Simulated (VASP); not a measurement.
# WSe2 (P6_3/mmc) in VASP: settings compared

WSe2 is run at these levels: r2SCAN, PBE+D4, PBE, PBE+D3(BJ); tasks: single point, relaxation of cell and atoms.

All numbers are computed with VASP 6.6.1; they aren't measurements. Logs are shortened: lines on timing, memory, paths and dates and some standing lists are left out, and cuts for length are marked.

**Experimental background.**

From “Time-resolved XUV ARPES with tunable 24–33 eV laser pulses at 30 meV resolution”, 2019, pmc:6684652, for a bulk crystal of WSe2: band gap 1.3 eV (indirect).

The runs below are set against these values where they give the same quantity.

### Step 1. The cell of the first run

The structure is hexagonal, space group P6_3/mmc (No. 194). The conventional cell has a = 3.300 Å, b = 3.300 Å, c = 13.149 Å, α = 90.00°, β = 90.00°, γ = 120.00°. Within 3.3 Å of W (site symmetry -6m2) lie 6 Se at 2.53 Å and 6 W at 3.30 Å. Se (site symmetry 3m) has 3 W at 2.53 Å and 6 Se at 3.30 Å within 3.3 Å.

### Step 2. Single point, r2SCAN

Contents of POSCAR:

```
WSe2
1.0
    3.2996664743      0.0000000000      0.0000000000
   -1.6498332372      2.8575949908      0.0000000000
    0.0000000000      0.0000000000     13.1486200163
W Se
2 4
Direct
    0.3333333333      0.6666666667      0.2500000000
    0.6666666667      0.3333333333      0.7500000000
    0.3333333333      0.6666666667      0.6233390951
    0.6666666667      0.3333333333      0.1233390951
    0.3333333333      0.6666666667      0.8766609049
    0.6666666667      0.3333333333      0.3766609049
```

Contents of INCAR.step1:

```
PREC = Accurate
ENCUT = 520
ISMEAR = 0
SIGMA = 0.01
LREAL = False
LASPH = True
NELM = 80
NBANDS = 35
GGA = PE
ALGO = Normal
EDIFF = 1E-4
LWAVE = True
LCHARG = False
```

Contents of INCAR.step2:

```
PREC = Accurate
ENCUT = 520
EDIFF = 1E-6
ISMEAR = 0
SIGMA = 0.01
LREAL = False
LASPH = True
NELM = 80
ALGO = Normal
ISIF = 2
LWAVE = False
LCHARG = False
METAGGA = R2SCAN
LMIXTAU = True
NBANDS = 35
ISTART = 1
```

Contents of KPOINTS:

```
regular mesh
0
Gamma
  12 12 2
```

Potentials or basis: VASP PAW PBE potentials, release 64 (W_sv, Se).

On the command line:

```
cat potpaw_PBE.64/W_sv/POTCAR potpaw_PBE.64/Se/POTCAR > POTCAR
cp INCAR.step1 INCAR
mpirun -np 1 vasp_std > vasp.out
cp INCAR.step2 INCAR
mpirun -np 1 vasp_std > vasp.out
```

OUTCAR:

```text
PREC = Accurate
   ENCUT = 520
   EDIFF = 1E-6
   ISMEAR = 0
   LREAL = False
   LASPH = True
   NELM = 80
   ISIF = 2
   METAGGA = R2SCAN
   ISTART = 1

 ion  position               nearest neighbor table
   1  0.333  0.667  0.250-   4 2.53   6 2.53   4 2.53   6 2.53   4 2.53   6 2.53
   2  0.667  0.333  0.750-   3 2.53   5 2.53   3 2.53   5 2.53   3 2.53   5 2.53
   3  0.333  0.667  0.623-   2 2.53   2 2.53   2 2.53
   4  0.667  0.333  0.123-   1 2.53   1 2.53   1 2.53
   5  0.333  0.667  0.877-   2 2.53   2 2.53   2 2.53
   6  0.667  0.333  0.377-   1 2.53   1 2.53   1 2.53

  LATTYP: Found a hexagonal cell.
 ALAT       =     3.2996664743
 C/A-ratio  =     3.9848330486

  Lattice vectors:

 A1 = (   3.2996664743,   0.0000000000,   0.0000000000)
 A2 = (  -1.6498332372,   2.8575949908,   0.0000000000)
 A3 = (   0.0000000000,   0.0000000000,  13.1486200163)

Analysis of symmetry for initial positions (statically):
=====================================================================
 Subroutine PRICEL returns:
 Original cell was already a primitive cell.

 Routine SETGRP: Setting up the symmetry group for a
 hexagonal supercell.

 Subroutine GETGRP returns: Found 24 space group operations
 (whereof 12 operations were pure point group operations)
 out of a pool of 24 trial point group operations.

The static configuration has the point symmetry D_3d.
 The point group associated with its full space group is D_6h.

Analysis of symmetry for dynamics (positions and initial velocities):
=====================================================================
 Subroutine PRICEL returns:
 Original cell was already a primitive cell.

 Routine SETGRP: Setting up the symmetry group for a
 hexagonal supercell.

 Subroutine GETGRP returns: Found 24 space group operations
 (whereof 12 operations were pure point group operations)
 out of a pool of 24 trial point group operations.

The dynamic configuration has the point symmetry D_3d.
 The point group associated with its full space group is D_6h.

 Subroutine INISYM returns: Found 24 space group operations
 (whereof 12 operations are pure point group operations),
 and found     1 'primitive' translations

----------------------------------------------------------------------------------------

                                     Primitive cell

  volume of cell :     123.9798

  direct lattice vectors                    reciprocal lattice vectors
     3.299666474  0.000000000  0.000000000     0.303060933  0.174972311  0.000000000
    -1.649833237  2.857594991  0.000000000     0.000000000  0.349944622  0.000000000
     0.000000000  0.000000000 13.148620016     0.000000000  0.000000000  0.076053609

  length of vectors
     3.299666474  3.299666474 13.148620016     0.349944622  0.349944622  0.076053609

  position of ions in fractional coordinates (direct lattice)
     0.333333333  0.666666667  0.250000000
     0.666666667  0.333333333  0.750000000
     0.333333333  0.666666667  0.623339095
     0.666666667  0.333333333  0.123339095
     0.333333333  0.666666667  0.876660905
     0.666666667  0.333333333  0.376660905

  ion indices of the primitive-cell ions
   primitive index   ion index
                 1           1
                 2           2
                 3           3
                 4           4
                 5           5
                 6           6

----------------------------------------------------------------------------------------

 KPOINTS: regular mesh

Automatic generation of k-mesh.
 Grid dimensions read from file:
 generate k-points for:   12   12    2

 Generating k-lattice:

  Cartesian coordinates                     Fractional coordinates (reciprocal lattice)
     0.025255078  0.014581026  0.000000000     0.083333333  0.000000000  0.000000000
     0.000000000  0.029162052  0.000000000     0.000000000  0.083333333  0.000000000
     0.000000000  0.000000000  0.038026804     0.000000000  0.000000000  0.500000000

  Length of vectors
     0.029162052  0.029162052  0.038026804

  Shift w.r.t. Gamma in fractional coordinates (k-lattice)
     0.000000000  0.000000000  0.000000000

 Subroutine IBZKPT returns following result:
 ===========================================

 Found     38 irreducible k-points:

 Following reciprocal coordinates:
            Coordinates               Weight
  0.000000  0.000000  0.000000      1.000000
  0.083333  0.000000  0.000000      6.000000
  0.166667  0.000000  0.000000      6.000000
  0.250000  0.000000  0.000000      6.000000
  0.333333  0.000000  0.000000      6.000000
  0.416667  0.000000  0.000000      6.000000
[... 16 lines left out ...]
  0.250000  0.000000  0.500000      6.000000
  0.333333  0.000000  0.500000      6.000000
 [... further k-points ...]
   k-points           NKPTS =     38   k-points in BZ     NKDIM =     38   number of bands    NBANDS=     35
   number of dos      NEDOS =    301   number of ions     NIONS =      6
   total plane-waves  NPLWV =  76832
   dimension x,y,z NGX =    28 NGY =   28 NGZ =   98
   dimension x,y,z NGXF=    56 NGYF=   56 NGZF=  196
   ions per type =               2   4
   NGX,Y,Z   is equivalent  to a cutoff of  14.11, 14.11, 12.39 a.u.
   NGXF,Y,Z  is equivalent  to a cutoff of  28.21, 28.21, 24.78 a.u.
 SYSTEM =  unknown system
   PREC   = accura    normal or accurate (medium, high low for compatibility)
   ISTART =      1    job   : 0-new  1-cont  2-samecut
   ICHARG =      0    charge: 1-file 2-atom 10-const
   ISPIN  =      1    spin polarized calculation?
   LNONCOLLINEAR =      F non collinear calculations
   LSORBIT =      F    spin-orbit coupling
   LASPH  =      T    aspherical Exc in radial PAW
   ENCUT  =  520.0 eV  38.22 Ry    6.18 a.u.   6.14  6.14 24.45*2*pi/ulx,y,z
   NELM   =     80;   NELMIN=  2; NELMDL=  0     # of ELM steps
   EDIFF  = 0.1E-05   stopping-criterion for ELM
   LREAL  =      F    real-space projection
   EDIFFG = 0.1E-04   stopping-criterion for IOM
   NSW    =      0    number of steps for IOM
   IBRION =     -1    ionic relax: 0-MD 1-quasi-New 2-CG
   NFREE  =      0    steps in history (QN), initial steepest desc. (CG)
   ISIF   =      2    stress and relaxation
   ISYM   =      2    0-nonsym 1-usesym 2-fastsym
   POTIM  = 0.5000    time-step for ionic-motion
   TEBEG  =    0.0;   TEEND  =   0.0 temperature during run
   PSTRESS=    0.0 pullay stress
   NELECT =      52.0000    total number of electrons
   NUPDOWN=      -1.0000    fix difference up-down
   EMIN   =  10.00;   EMAX   =-10.00  energy-range for DOS
   EFERMI =   0.00;   METHOD = LEGACY
   ISMEAR =     0;   SIGMA  =   0.01  broadening in eV -4-tet -1-fermi 0-gaus
   EFERMI_NEDOS =   21; number of points for ismear=-14 and -15
   IALGO  =     38    algorithm
   IMIX   =      4    mixing-type and parameters
     AMIX     =   0.40;   BMIX     =  1.00
     AMIX_MAG =   1.60;   BMIX_MAG =  1.00
  volume/ion in A,a.u.               =      20.66       139.44
  Fermi-wavevector in a.u.,A,eV,Ry     =   1.225441  2.315747 20.431937  1.501705
  Thomas-Fermi vector in A             =   2.360479
   LORBIT       =      0    0 simple, 1 ext, 2 COOP (PROOUT), +10 PAW based schemes
   METAGGA = R2SCAN    functional components
   LHFCALC =     F    Hartree Fock is set to
   AEXX    =    0.0000 exact exchange contribution
   IVDW    =     0    specifies the selected vdW correction
   LEPSILON=     F    determine dielectric tensor
   LRPA    =     F    only Hartree local field effects (RPA)
 non-spin polarized calculation
 Gauss-broadening in eV      SIGMA  =   0.01
  energy-cutoff  :      520.00
  volume of cell :      123.98
 maximum number of plane-waves:      3378
 NGX is ok and might be reduce to    28
   NGX = 13   NGY = 13   NGZ = 49

 number of electron      51.9999996 magnetization

 Free energy of the ion-electron system (eV)
  ---------------------------------------------------
  ext. energy  EPLUGINS =         0.00000000
  ---------------------------------------------------
  free energy    TOTEN  =      -163.56431333 eV

  energy without entropy =     -163.56431333  energy(sigma->0) =     -163.56431333

 E-fermi :   6.1303     XC(G=0): -11.2681

 val. band max:        5.8652373682   @ k =   0.0000   0.0000   0.0000
 cond. band min:       7.0256773259   @ k =   0.1667   0.1667   0.0000
 fundamental gap:      1.1604399577
 Fermi energy:         6.1302885477

 k-point     1 :       0.0000    0.0000    0.0000
  band No.  band energies     occupation
      1     -70.4433      2.00000
      2     -70.4433      2.00000
      3     -34.0333      2.00000
      4     -34.0333      2.00000
      5     -33.9162      2.00000
      6     -33.9162      2.00000
[... 27 lines left out ...]
     34       8.9073      0.00000
     35      10.8485      0.00000

 k-point     2 :       0.0833    0.0000    0.0000
  band No.  band energies     occupation
      1     -70.4425      2.00000
      2     -70.4425      2.00000
      3     -34.0301      2.00000
      4     -34.0301      2.00000
      5     -33.9327      2.00000
      6     -33.9327      2.00000
[... 27 lines left out ...]
     34       8.8789      0.00000
     35      11.4367      0.00000

 k-point     3 :       0.1667    0.0000    0.0000
  band No.  band energies     occupation
      1     -70.4404      2.00000
      2     -70.4404      2.00000
      3     -34.0213      2.00000
      4     -34.0213      2.00000
      5     -33.9776      2.00000
      6     -33.9776      2.00000
[... 27 lines left out ...]
     34       9.3448      0.00000
     35      12.3712      0.00000
[... 723 lines left out ...]
 k-point    23 :       0.2500    0.0000    0.5000
  band No.  band energies     occupation
      1     -70.4376      2.00000
      2     -70.4376      2.00000
      3     -34.0384      2.00000
      4     -34.0384      2.00000
      5     -34.0092      2.00000
      6     -34.0092      2.00000
[... 27 lines left out ...]
     34       9.6944      0.00000
     35      12.7484      0.00000

 k-point    24 :       0.3333    0.0000    0.5000
  band No.  band energies     occupation
      1     -70.4347      2.00000
      2     -70.4347      2.00000
      3     -34.0985      2.00000
      4     -34.0985      2.00000
      5     -33.9972      2.00000
      6     -33.9972      2.00000
[... 27 lines left out ...]
     34       9.9851      0.00000
     35      11.9381      0.00000

 [... further k-points ...]
[... 5 lines left out ...]
  --------------------------------------------------------------------------------------
  -------------------------------------------------------------------------------------
  Total        1.3050251      1.3050251      1.2310549     -0.0000000      0.0000000      0.0000000
  in kB       16.8646968     16.8646968     15.9087882     -0.0000000      0.0000000      0.0000000
  external PRESSURE =      16.5460606 kB  Pullay stress =       0.0000000 kB

 VOLUME and BASIS-vectors are now :
 -----------------------------------------------------------------------------
  energy-cutoff  :      520.00
  volume of cell :      123.98
      direct lattice vectors                 reciprocal lattice vectors
     3.299666474  0.000000000  0.000000000     0.303060933  0.174972311  0.000000000
    -1.649833237  2.857594991  0.000000000     0.000000000  0.349944622  0.000000000
     0.000000000  0.000000000 13.148620016     0.000000000  0.000000000  0.076053609

 POSITION                                       TOTAL-FORCE (eV/Angst)
 -----------------------------------------------------------------------------------
     -0.00000      1.90506      3.28716        -0.000000      0.000000     -0.000000
      1.64983      0.95253      9.86147         0.000000     -0.000000     -0.000000
     -0.00000      1.90506      8.19605         0.000000      0.000000     -0.007950
      1.64983      0.95253      1.62174         0.000000     -0.000000     -0.007950
     -0.00000      1.90506     11.52688        -0.000000      0.000000      0.007950
      1.64983      0.95253      4.95257        -0.000000     -0.000000      0.007950
 -----------------------------------------------------------------------------------
    total drift:                                0.000000     -0.000000      0.000000

  FREE ENERGIE OF THE ION-ELECTRON SYSTEM (eV)
  ---------------------------------------------------
  free  energy   TOTEN  =      -163.5643133274 eV

  energy  without entropy=     -163.5643133274  energy(sigma->0) =     -163.56431333
```

Run time: 6.8 min. Hardware: 1 thread of Intel Xeon Platinum 8488C (Sapphire Rapids), shared host; peak memory 0.37 GiB.

What came out:

- Free energy: -163.5643 eV
- Pressure: 1.7 GPa
- Largest force: 0.008 eV/Å
- Band gap on the k mesh: 1.16 eV, indirect (least direct gap 1.61 eV)

Forces on the atoms (eV/Å):
```
W    0.000  0.000  0.000
W    0.000  0.000  0.000
Se   0.000  0.000 -0.008
Se   0.000  0.000 -0.008
Se   0.000  0.000  0.008
Se   0.000  0.000  0.008
```

Stress tensor (GPa, compression positive):
```
1.69 0.00 0.00
0.00 1.69 0.00
0.00 0.00 1.59
```

Caveat: the PAW data sets were made with another functional, which shifts forces and pressure a little; spin-orbit coupling is left out, which moves the levels of the heavy elements.

### Step 3. Relaxation of cell and atoms, PBE+D4

This run uses another cell than the first one, of 19.85 Å³/atom, 0.960 times its volume.

Contents of INCAR:

```
ALGO = Normal
EDIFF = 1E-6
EDIFFG = -0.005
ENCUT = 600
GGA = PE
IBRION = 2
ISIF = 3
ISMEAR = -1
IVDW = 13
LASPH = True
LCHARG = False
LREAL = False
LWAVE = False
NELM = 60
NSW = 80
PREC = Accurate
SIGMA = 0.02
```

Contents of KPOINTS:

```
k-points
0
Gamma
  12 12 2
```

Contents of POSCAR:

```
WSe2
1.0
    3.2790274352      0.0000000000      0.0000000000
   -1.6395137176      2.8397210586      0.0000000000
    0.0000000000      0.0000000000     12.7886107767
W Se
2 4
Direct
    0.3333333333      0.6666666667      0.2500000000
    0.6666666667      0.3333333333      0.7500000000
    0.3333333333      0.6666666667      0.6182912129
    0.6666666667      0.3333333333      0.1182912129
    0.3333333333      0.6666666667      0.8817087871
    0.6666666667      0.3333333333      0.3817087871
```

Potentials or basis: VASP PAW PBE potentials, release 64 (W_sv, Se).

On the command line:

```
cat potpaw_PBE.64/W_sv/POTCAR potpaw_PBE.64/Se/POTCAR > POTCAR
mpirun -np 1 vasp_std > vasp.out
```

It took 12 min on 1 thread of Intel Xeon Platinum 8488C (Sapphire Rapids), shared host; peak memory 0.4 GiB.

Results (log left out):

* Free energy: -46.0663 eV
* Relaxed volume: 19.97 Å³/atom
* Relaxed cell: a = 3.281 Å, b = 3.281 Å, c = 12.855 Å, α = 90.00°, β = 90.00°, γ = 120.00°
* Space group after relaxing (to 0.05 Å): P6_3/mmc (No. 194)
* Energy gained by relaxing: 0.1 meV/atom
* Ionic steps: 13
* Pressure after relaxing: 0.0 GPa
* Band gap on the k mesh: 0.91 eV, indirect (least direct gap 1.57 eV)
* Dispersion energy per atom: -0.495 eV

Step by step:
```tsv
step	energy change (eV)	largest force (eV/Å)	pressure (GPa)	volume (Å³)
1	0.0000	0.0477	0.47	119.08
2	0.0020	0.1518	-0.96	120.09
3	-0.0006	0.0201	0.00	119.41
4	-0.0006	0.0178	-0.01	119.40
5	-0.0005	0.0151	0.22	119.24
6	-0.0006	0.0152	0.02	119.39
7	-0.0006	0.0162	0.03	119.40
8	-0.0007	0.0150	0.02	119.44
9	-0.0008	0.0107	0.02	119.56
10	-0.0007	0.0039	0.05	119.81
11	-0.0008	0.0067	0.03	119.74
12	-0.0008	0.0052	-0.01	119.88
13	-0.0008	0.0012	-0.01	119.83
```

Final structure:
```cif
data_structure
_symmetry_space_group_name_H-M 'P 1'
_symmetry_Int_Tables_number 1
_cell_length_a 3.2809
_cell_length_b 3.2809
_cell_length_c 12.8548
_cell_angle_alpha 90.000
_cell_angle_beta 90.000
_cell_angle_gamma 120.000
_cell_volume 119.83
loop_
_atom_site_label
_atom_site_type_symbol
_atom_site_fract_x
_atom_site_fract_y
_atom_site_fract_z
_atom_site_occupancy
W1 W 0.33333 0.66667 0.25000 1
W2 W 0.66667 0.33333 0.75000 1
Se1 Se 0.33333 0.66667 0.61875 1
Se2 Se 0.66667 0.33333 0.11875 1
Se3 Se 0.33333 0.66667 0.88125 1
Se4 Se 0.66667 0.33333 0.38125 1
```

Levels at points of the mesh, in eV from the valence-band top:
```csv
k point,band 24,band 25,band 26,band 27,band 28,band 29
"(0.00, 0.00, 0.00)",-1.18,-0.99,0.00,2.65,2.65,2.70
"(0.50, 0.00, 0.00)",-1.34,-1.28,-1.04,2.17,2.22,2.29
"(0.00, 0.00, 0.50)",-1.46,-0.21,-0.21,2.65,2.65,2.65
"(0.50, 0.00, 0.50)",-1.35,-1.19,-1.19,2.19,2.19,2.53
```

Caveat: spin-orbit coupling is left out, which moves the levels of the heavy elements.

### Step 4. Single point, PBE

Contents of INCAR:

```
SYSTEM = WSe2
PREC = Accurate ; ENCUT = 520
EDIFF = 1E-6 ; ISMEAR = 0
SIGMA = 0.01 ; LREAL = .FALSE.
LASPH = .TRUE. ; NELM = 80
ALGO = Normal ; ISIF = 2
LWAVE = .FALSE. ; LCHARG = .FALSE.
GGA = PE ; NBANDS = 35
```

Contents of KPOINTS:

```
Automatic mesh
0
G
  6 6 2
  0 0 0
```

Contents of POSCAR:

```
WSe2
1.0
    3.2996664743      0.0000000000      0.0000000000
   -1.6498332372      2.8575949908      0.0000000000
    0.0000000000      0.0000000000     13.1486200163
W Se
2 4
Direct
    0.3333333333      0.6666666667      0.2500000000
    0.6666666667      0.3333333333      0.7500000000
    0.3333333333      0.6666666667      0.6233390951
    0.6666666667      0.3333333333      0.1233390951
    0.3333333333      0.6666666667      0.8766609049
    0.6666666667      0.3333333333      0.3766609049
```

On the command line:

```
cat potpaw_PBE.64/W_sv/POTCAR potpaw_PBE.64/Se/POTCAR > POTCAR
mpirun -np 1 vasp_std > vasp.out
```

It took 42 s on 1 thread of Intel Xeon 6975P-C (Granite Rapids), shared host; peak memory 0.27 GiB.

It converged, with:

```
Free energy            : -43.1580 eV
Pressure               : 3.7 GPa
Largest force          : 0.329 eV/Å
Band gap on the k mesh : 1.04 eV, indirect (least direct gap 1.49 eV)
```

Forces on the atoms (eV/Å):
```
W    0.000  0.000  0.000
W    0.000  0.000  0.000
Se   0.000  0.000 -0.329
Se   0.000  0.000 -0.329
Se   0.000  0.000  0.329
Se   0.000  0.000  0.329
```

Stress tensor (GPa, compression positive):
```
3.10 0.00 0.00
0.00 3.10 0.00
0.00 0.00 4.84
```

Levels at points of the mesh, in eV from the valence-band top:
```csv
k point,band 24,band 25,band 26,band 27,band 28,band 29
"(0.00, 0.00, 0.00)",-1.15,-1.03,0.00,2.64,2.64,2.68
"(0.50, 0.00, 0.00)",-1.36,-1.26,-1.16,2.10,2.13,2.34
"(0.00, 0.00, 0.50)",-1.55,-0.22,-0.22,2.65,2.65,2.65
"(0.50, 0.00, 0.50)",-1.31,-1.26,-1.26,2.12,2.12,2.50
```

Caveat: spin-orbit coupling is left out, which moves the levels of the heavy elements; this functional lacks dispersion, which binds the layers, so the pressure and a relaxed spacing across them are unreliable. Expect the measured gap to be larger: semilocal functionals such as PBE lack the derivative discontinuity.

[end of part 1 of 2]
